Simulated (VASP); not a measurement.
Runs of VASP 6.6.1 on Nb. The structure is that of space group Pm-3m (No. 221), or close to it. The cells are those of the table. 

```csv
task,cell,k mesh,cutoff (eV),gap on the mesh (eV),pressure (GPa)
single point,"a = 2.630 Å, 1 atom",13 × 13 × 13,520,none,6.1
single point,"a = 2.554 Å, 1 atom",13 × 13 × 13,520,none,24.3
single point,"a = 2.735 Å, 1 atom",13 × 13 × 13,520,none,-10.4
relaxation of cell and atoms,"relaxed from a = 2.688 Å, 1 atom",12 × 12 × 12,600,none,-0.1
single point,"a = 2.666 Å, 1 atom",13 × 13 × 13,520,none,(a)
```

Alike in all rows: level LDA; potentials or basis VASP PAW LDA potentials, release 64 (Nb_sv); no spin polarisation; smearing fermi-dirac 0.1 eV.

Problem. Fill in the values left out.

Solution. (a) -1.2.

A k mesh can miss the band edges, and the runs leave out spin-orbit coupling on Nb.

A gap of «none» marks levels without a gap at the run's occupations.
